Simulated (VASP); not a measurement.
# NaHF2 (R-3m) in VASP: notebook

Runs on NaHF2. Level: r2SCAN. Tasks: single point, relaxation of cell and atoms.

Program: VASP 6.6.1. These are calculated values, not measurements. Logs are shortened: lines on timing, memory, paths and dates and some standing lists are left out, and cuts for length are marked.

**1. The cell of the first run**

Symmetry: R-3m, No. 166, trigonal system. The conventional cell has a = 3.426 Å, b = 3.426 Å, c = 13.711 Å, α = 90.00°, β = 90.00°, γ = 120.00°. Within 3.0 Å of Na (site symmetry -3m) lie 6 F at 2.29 Å. H (site symmetry -3m) has 2 F at 1.14 Å within 1.5 Å. F (site symmetry 3m) has 1 H at 1.14 Å within 1.5 Å.

**2. Single point, r2SCAN**

Contents of POSCAR:

```
NaHF2
1.0
    1.7131151908      0.9890675166      4.5703930746
   -1.7131151908      0.9890675166      4.5703930746
    0.0000000000     -1.9781350332      4.5703930746
Na H F
1 1 2
Direct
    0.0000000000      0.0000000000      0.0000000000
    0.5000000000      0.5000000000      0.5000000000
    0.5827828629      0.5827828629      0.5827828629
    0.4172171371      0.4172171371      0.4172171371
```

Contents of INCAR.step1:

```
SYSTEM = NaHF2
  ALGO = Normal
  EDIFF = 1E-4
  ENCUT = 520
  GGA = PE
  ISMEAR = 0
  LASPH = .TRUE.
  LCHARG = .FALSE.
  LREAL = .FALSE.
  LWAVE = .TRUE.
  NBANDS = 19
  NELM = 100
  PREC = Accurate
  SIGMA = 0.02
```

Contents of INCAR.step2:

```
SYSTEM = NaHF2
  ALGO = Normal
  EDIFF = 1E-6
  ENCUT = 520
  ISIF = 2
  ISMEAR = 0
  ISTART = 1
  LASPH = .TRUE.
  LCHARG = .FALSE.
  LMIXTAU = .TRUE.
  LREAL = .FALSE.
  LWAVE = .FALSE.
  METAGGA = R2SCAN
  NBANDS = 19
  NELM = 100
  PREC = Accurate
  SIGMA = 0.02
```

Contents of KPOINTS:

```
k-points
0
G
  9 9 9
  0 0 0
```

Potentials or basis: VASP PAW PBE potentials, release 64 (Na_pv, H, F).

Run with:

```bash
cat potpaw_PBE.64/Na_pv/POTCAR potpaw_PBE.64/H/POTCAR potpaw_PBE.64/F/POTCAR > POTCAR
cp INCAR.step1 INCAR
mpirun -np 1 vasp_std > vasp.out
cp INCAR.step2 INCAR
mpirun -np 1 vasp_std > vasp.out
```

OUTCAR:

```text
SYSTEM = NaHF2
   EDIFF = 1E-6
   ENCUT = 520
   ISIF = 2
   ISMEAR = 0
   ISTART = 1
   LASPH = .TRUE.
   LREAL = .FALSE.
   METAGGA = R2SCAN
   NELM = 100
   PREC = Accurate

 ion  position               nearest neighbor table
   1  0.000  0.000  0.000-   3 2.29   3 2.29   4 2.29   4 2.29   3 2.29   4 2.29
   2  0.500  0.500  0.500-   3 1.14   4 1.14
   3  0.583  0.583  0.583-   2 1.14   1 2.29   1 2.29   1 2.29
   4  0.417  0.417  0.417-   2 1.14   1 2.29   1 2.29   1 2.29

  LATTYP: Found a trigonal (rhomboedric) cell.
 ALAT       =     4.9801115515
 COS(alpha) =     0.7633399312

  Lattice vectors:

 A1 = (   1.7131151908,   0.9890675166,   4.5703930746)
 A2 = (  -1.7131151908,   0.9890675166,   4.5703930746)
 A3 = (   0.0000000000,  -1.9781350332,   4.5703930746)

Analysis of symmetry for initial positions (statically):
=====================================================================
 Subroutine PRICEL returns:
 Original cell was already a primitive cell.

 Routine SETGRP: Setting up the symmetry group for a
 trigonal (rhombohedral) supercell.

 Subroutine GETGRP returns: Found 12 space group operations
 (whereof 12 operations were pure point group operations)
 out of a pool of 12 trial point group operations.

The static configuration has the point symmetry D_3d.

Analysis of symmetry for dynamics (positions and initial velocities):
=====================================================================
 Subroutine PRICEL returns:
 Original cell was already a primitive cell.

 Routine SETGRP: Setting up the symmetry group for a
 trigonal (rhombohedral) supercell.

 Subroutine GETGRP returns: Found 12 space group operations
 (whereof 12 operations were pure point group operations)
 out of a pool of 12 trial point group operations.

The dynamic configuration has the point symmetry D_3d.

 Subroutine INISYM returns: Found 12 space group operations
 (whereof 12 operations are pure point group operations),
 and found     1 'primitive' translations

----------------------------------------------------------------------------------------

                                     Primitive cell

  volume of cell :      46.4641

  direct lattice vectors                    reciprocal lattice vectors
     1.713115191  0.989067517  4.570393075     0.291865954  0.168508887  0.072933187
    -1.713115191  0.989067517  4.570393075    -0.291865954  0.168508887  0.072933187
     0.000000000 -1.978135033  4.570393075     0.000000000 -0.337017775  0.072933187

  length of vectors
     4.980111552  4.980111552  4.980111552     0.344819127  0.344819127  0.344819127

  position of ions in fractional coordinates (direct lattice)
     0.000000000  0.000000000  0.000000000
     0.500000000  0.500000000  0.500000000
     0.582782863  0.582782863  0.582782863
     0.417217137  0.417217137  0.417217137

  ion indices of the primitive-cell ions
   primitive index   ion index
                 1           1
                 2           2
                 3           3
                 4           4

----------------------------------------------------------------------------------------

 KPOINTS: k-points

Automatic generation of k-mesh.
 Grid dimensions read from file:
 generate k-points for:    9    9    9

 Generating k-lattice:

  Cartesian coordinates                     Fractional coordinates (reciprocal lattice)
     0.032429550  0.018723210  0.008103687     0.111111111  0.000000000  0.000000000
    -0.032429550  0.018723210  0.008103687     0.000000000  0.111111111  0.000000000
     0.000000000 -0.037446419  0.008103687     0.000000000  0.000000000  0.111111111

  Length of vectors
     0.038313236  0.038313236  0.038313236

  Shift w.r.t. Gamma in fractional coordinates (k-lattice)
     0.000000000  0.000000000  0.000000000

 Subroutine IBZKPT returns following result:
 ===========================================

 Found     85 irreducible k-points:

 Following reciprocal coordinates:
            Coordinates               Weight
  0.000000  0.000000  0.000000      1.000000
  0.111111 -0.000000  0.000000      6.000000
  0.222222 -0.000000  0.000000      6.000000
  0.333333 -0.000000  0.000000      6.000000
  0.444444 -0.000000  0.000000      6.000000
  0.111111  0.111111  0.000000      6.000000
[... 16 lines left out ...]
 -0.333333  0.333333  0.000000      6.000000
  0.444444  0.444444  0.000000      6.000000
 [... further k-points ...]
   k-points           NKPTS =     85   k-points in BZ     NKDIM =     85   number of bands    NBANDS=     19
   number of dos      NEDOS =    301   number of ions     NIONS =      4
   total plane-waves  NPLWV =  64000
   dimension x,y,z NGX =    40 NGY =   40 NGZ =   40
   dimension x,y,z NGXF=    80 NGYF=   80 NGZF=   80
   ions per type =               1   1   2
   NGX,Y,Z   is equivalent  to a cutoff of  13.35, 13.35, 13.35 a.u.
   NGXF,Y,Z  is equivalent  to a cutoff of  26.71, 26.71, 26.71 a.u.
 SYSTEM =  NaHF2
   PREC   = accura    normal or accurate (medium, high low for compatibility)
   ISTART =      1    job   : 0-new  1-cont  2-samecut
   ICHARG =      0    charge: 1-file 2-atom 10-const
   ISPIN  =      1    spin polarized calculation?
   LNONCOLLINEAR =      F non collinear calculations
   LSORBIT =      F    spin-orbit coupling
   LASPH  =      T    aspherical Exc in radial PAW
   ENCUT  =  520.0 eV  38.22 Ry    6.18 a.u.   9.26  9.26  9.26*2*pi/ulx,y,z
   NELM   =    100;   NELMIN=  2; NELMDL=  0     # of ELM steps
   EDIFF  = 0.1E-05   stopping-criterion for ELM
   LREAL  =      F    real-space projection
   EDIFFG = 0.1E-04   stopping-criterion for IOM
   NSW    =      0    number of steps for IOM
   IBRION =     -1    ionic relax: 0-MD 1-quasi-New 2-CG
   NFREE  =      0    steps in history (QN), initial steepest desc. (CG)
   ISIF   =      2    stress and relaxation
   ISYM   =      2    0-nonsym 1-usesym 2-fastsym
   POTIM  = 0.5000    time-step for ionic-motion
   TEBEG  =    0.0;   TEEND  =   0.0 temperature during run
   PSTRESS=    0.0 pullay stress
   NELECT =      22.0000    total number of electrons
   NUPDOWN=      -1.0000    fix difference up-down
   EMIN   =  10.00;   EMAX   =-10.00  energy-range for DOS
   EFERMI =   0.00;   METHOD = LEGACY
   ISMEAR =     0;   SIGMA  =   0.02  broadening in eV -4-tet -1-fermi 0-gaus
   EFERMI_NEDOS =   21; number of points for ismear=-14 and -15
   IALGO  =     38    algorithm
   IMIX   =      4    mixing-type and parameters
     AMIX     =   0.40;   BMIX     =  1.00
     AMIX_MAG =   1.60;   BMIX_MAG =  1.00
  volume/ion in A,a.u.               =      11.62        78.39
  Fermi-wavevector in a.u.,A,eV,Ry     =   1.275978  2.411249 22.151926  1.628121
  Thomas-Fermi vector in A             =   2.408660
   LORBIT       =      0    0 simple, 1 ext, 2 COOP (PROOUT), +10 PAW based schemes
   METAGGA = R2SCAN    functional components
   LHFCALC =     F    Hartree Fock is set to
   AEXX    =    0.0000 exact exchange contribution
   IVDW    =     0    specifies the selected vdW correction
   LEPSILON=     F    determine dielectric tensor
   LRPA    =     F    only Hartree local field effects (RPA)
 non-spin polarized calculation
 Gauss-broadening in eV      SIGMA  =   0.02
  energy-cutoff  :      520.00
  volume of cell :       46.46
 maximum number of plane-waves:      1269
 NGX is ok and might be reduce to    40
   NGX = 19   NGY = 19   NGZ = 19

 number of electron      22.0000005 magnetization

 Free energy of the ion-electron system (eV)
  ---------------------------------------------------
  ext. energy  EPLUGINS =         0.00000000
  ---------------------------------------------------
  free energy    TOTEN  =       -22.78064575 eV

  energy without entropy =      -22.78064575  energy(sigma->0) =      -22.78064575

 E-fermi :  -4.2516     XC(G=0):  -8.7250

 val. band max:       -4.4379214451   @ k =   0.4444   0.4444   0.4444
 cond. band min:       3.3837724525   @ k =   0.0000   0.0000   0.0000
 fundamental gap:      7.8216938977
 Fermi energy:        -4.2516035315

 k-point     1 :       0.0000    0.0000    0.0000
  band No.  band energies     occupation
      1     -26.1357      2.00000
      2     -24.9492      2.00000
      3     -23.2827      2.00000
      4     -23.2827      2.00000
      5     -23.1452      2.00000
      6      -9.5031      2.00000
[... 11 lines left out ...]
     18      18.5560      0.00000
     19      18.5560      0.00000

 k-point     2 :       0.1111   -0.0000    0.0000
  band No.  band energies     occupation
      1     -26.1344      2.00000
      2     -24.9331      2.00000
      3     -23.2850      2.00000
      4     -23.2773      2.00000
      5     -23.1630      2.00000
      6      -9.4617      2.00000
[... 11 lines left out ...]
     18      17.4920      0.00000
     19      18.2340      0.00000

 k-point     3 :       0.2222   -0.0000    0.0000
  band No.  band energies     occupation
      1     -26.1308      2.00000
      2     -24.8898      2.00000
      3     -23.2906      2.00000
      4     -23.2671      2.00000
      5     -23.2060      2.00000
      6      -9.3547      2.00000
[... 11 lines left out ...]
     18      16.1569      0.00000
     19      17.7526      0.00000

 k-point     4 :       0.3333   -0.0000    0.0000
  band No.  band energies     occupation
      1     -26.1267      2.00000
      2     -24.8376      2.00000
      3     -23.2970      2.00000
      4     -23.2868      2.00000
      5     -23.2267      2.00000
      6      -9.2292      2.00000
[... 407 lines left out ...]
     18      16.9506      0.00000
     19      17.6782      0.00000

 k-point    23 :      -0.3333    0.3333    0.0000
  band No.  band energies     occupation
      1     -26.0501      2.00000
      2     -24.9263      2.00000
      3     -23.3223      2.00000
      4     -23.2656      2.00000
      5     -23.1976      2.00000
      6      -9.0554      2.00000
[... 11 lines left out ...]
     18      16.6311      0.00000
     19      17.4144      0.00000

 k-point    24 :       0.4444    0.4444    0.0000
  band No.  band energies     occupation
      1     -25.9981      2.00000
      2     -25.0368      2.00000
      3     -23.3247      2.00000
      4     -23.3014      2.00000
      5     -23.1089      2.00000
      6      -9.0283      2.00000
[... 11 lines left out ...]
     18      16.8384      0.00000
     19      17.5194      0.00000

 [... further k-points ...]

------------------------ aborting loop because EDIFF is reached ----------------------------------------

  FORCE on cell =-STRESS in cart. coord.  units (eV):
  Direction    XX          YY          ZZ          XY          YZ          ZX
  --------------------------------------------------------------------------------------
  -------------------------------------------------------------------------------------
  Total       -0.1788469     -0.1788469      0.1121788      0.0000000     -0.0000000      0.0000000
  in kB       -6.1670112     -6.1670112      3.8681559      0.0000000     -0.0000000      0.0000000
  external PRESSURE =      -2.8219555 kB  Pullay stress =       0.0000000 kB

 VOLUME and BASIS-vectors are now :
 -----------------------------------------------------------------------------
  energy-cutoff  :      520.00
  volume of cell :       46.46
      direct lattice vectors                 reciprocal lattice vectors
     1.713115191  0.989067517  4.570393075     0.291865954  0.168508887  0.072933187
    -1.713115191  0.989067517  4.570393075    -0.291865954  0.168508887  0.072933187
     0.000000000 -1.978135033  4.570393075     0.000000000 -0.337017775  0.072933187

 POSITION                                       TOTAL-FORCE (eV/Angst)
 -----------------------------------------------------------------------------------
      0.00000      0.00000      0.00000         0.000000      0.000000      0.000000
      0.00000      0.00000      6.85559        -0.000000      0.000000      0.000000
      0.00000      0.00000      7.99064        -0.000000      0.000000      0.107374
      0.00000      0.00000      5.72054        -0.000000     -0.000000     -0.107374
 -----------------------------------------------------------------------------------
    total drift:                                0.000000     -0.000000      0.000000

  FREE ENERGIE OF THE ION-ELECTRON SYSTEM (eV)
  ---------------------------------------------------
  free  energy   TOTEN  =       -22.7806457452 eV

  energy  without entropy=      -22.7806457452  energy(sigma->0) =      -22.78064575
```

Run time: 3.4 min. Hardware: 1 thread of Intel Xeon 6975P-C (Granite Rapids), shared host; peak memory 0.28 GiB.

What came out:

```yaml
Free_energy: -22.7806 eV
Pressure: -0.3 GPa
Largest_force: 0.107 eV/Å
Band_gap_on_the_k_mesh: 7.82 eV, indirect (least direct gap 7.91 eV)
```

Forces on the atoms (eV/Å):
```
Na   0.000  0.000  0.000
H    0.000  0.000  0.000
F    0.000  0.000  0.107
F    0.000  0.000 -0.107
```

Stress tensor (GPa, compression positive):
```
-0.62  0.00  0.00
 0.00 -0.62  0.00
 0.00  0.00  0.39
```

Caveat: the PAW data sets were made with another functional, which shifts forces and pressure a little. A k mesh can miss the band edges.

**3. Relaxation of cell and atoms, r2SCAN**

This run uses another cell than the first one, of 12.39 Å³/atom, 1.066 times its volume.

Contents of POSCAR:

```
NaHF2
1.0
    1.7570982183      1.0144611293      4.6321605839
   -1.7570982183      1.0144611293      4.6321605839
    0.0000000000     -2.0289222587      4.6321605839
Na H F
1 1 2
Direct
    0.0000000000      0.0000000000      0.0000000000
    0.5000000000      0.5000000000      0.5000000000
    0.5825210716      0.5825210716      0.5825210716
    0.4174789284      0.4174789284      0.4174789284
```

Contents of INCAR.step1:

```
SYSTEM = NaHF2
PREC = Accurate
ENCUT = 600
ISMEAR = 0
SIGMA = 0.02
LREAL = .False.
LASPH = .True.
NELM = 100
GGA = PE
ALGO = Normal
EDIFF = 1E-4
LWAVE = .True.
LCHARG = .False.
```

Contents of INCAR.step2:

```
SYSTEM = NaHF2
PREC = Accurate
ENCUT = 600
EDIFF = 1E-6
ISMEAR = 0
SIGMA = 0.02
LREAL = .False.
LASPH = .True.
NELM = 100
ALGO = Normal
ISIF = 3
LWAVE = .False.
LCHARG = .False.
METAGGA = R2SCAN
LMIXTAU = .True.
IBRION = 2
NSW = 70
EDIFFG = -0.02
ISTART = 1
```

Contents of KPOINTS:

```
Automatic mesh
0
Gamma
  9 9 9
  0 0 0
```

Potentials or basis: VASP PAW PBE potentials, release 64 (Na_pv, H, F).

Run with:

```bash
cat potpaw_PBE.64/Na_pv/POTCAR potpaw_PBE.64/H/POTCAR potpaw_PBE.64/F/POTCAR > POTCAR
cp INCAR.step1 INCAR
mpirun -np 1 vasp_std > vasp.out
cp INCAR.step2 INCAR
mpirun -np 1 vasp_std > vasp.out
```

Run time: 30 min. Hardware: 1 thread of Intel Xeon 6975P-C (Granite Rapids), shared host; peak memory 0.32 GiB.

Results (log left out):

```
Free energy                            : -22.8001 eV
Relaxed volume                         : 11.46 Å³/atom
Relaxed cell                           : a = 4.981 Å, b = 4.981 Å, c = 4.981 Å, α = 39.93°, β = 39.93°, γ = 39.93°
Space group after relaxing (to 0.05 Å) : R-3m (No. 166)
Energy gained by relaxing              : 9.1 meV/atom
Ionic steps                            : 15
Pressure after relaxing                : -0.2 GPa
Largest force after relaxing           : 0.011 eV/Å
Band gap on the k mesh                 : 7.87 eV, indirect (least direct gap 7.98 eV)
```

Forces in eV/Å, atoms in the order of the input:
```
Na   0.000  0.000  0.000
H    0.000  0.000  0.000
F    0.000  0.000 -0.011
F    0.000  0.000  0.011
```

The path:
| step | energy change (eV) | largest force (eV/Å) | pressure (GPa) | volume (Å³) |
| --- | --- | --- | --- | --- |
| 1 | 0.0000 | 0.0663 | -2.80 | 49.54 |
| 2 | -0.0173 | 0.3751 | -1.00 | 48.01 |
| 3 | -0.0178 | 0.4552 | -0.65 | 47.75 |
| 4 | -0.0294 | 0.2451 | -0.37 | 46.86 |
| 5 | -0.0342 | 0.0738 | -0.07 | 46.14 |
| 6 | -0.0299 | 0.2724 | 0.70 | 44.72 |
| 7 | -0.0349 | 0.0046 | 0.11 | 45.81 |
| 8 | -0.0352 | 0.0368 | -0.04 | 45.88 |
| 9 | -0.0353 | 0.0800 | -0.26 | 46.00 |
| 10 | -0.0355 | 0.0627 | -0.26 | 46.01 |
| 11 | -0.0358 | 0.0121 | -0.26 | 46.04 |
| 12 | -0.0355 | 0.0925 | -0.25 | 46.11 |
| 13 | -0.0358 | 0.0236 | -0.26 | 46.07 |
| 14 | -0.0360 | 0.0145 | -0.25 | 46.01 |
| 15 | -0.0364 | 0.0106 | -0.23 | 45.85 |

Final structure:
```yaml
crystal:
  lattice:
    - [1.70043, 0.98175, 4.57718]
    - [-1.70043, 0.98175, 4.57718]
    - [0.00000, -1.96349, 4.57718]
  atoms:
    - { symbol: Na, position: [0.00000, 0.00000, 0.00000] }
    - { symbol: H, position: [0.50000, 0.50000, 0.50000] }
    - { symbol: F, position: [0.58286, 0.58286, 0.58286] }
    - { symbol: F, position: [0.41714, 0.41714, 0.41714] }
```

Levels at points of the mesh, in eV from the valence-band top:
```csv
k point,band 8,band 9,band 10,band 11,band 12,band 13,band 14,band 15
"(0.00, 0.00, 0.00)",-0.50,-0.24,-0.24,-0.11,7.87,14.39,15.56,18.77
```

Caveat: the PAW data sets were made with another functional, which shifts forces and pressure a little.
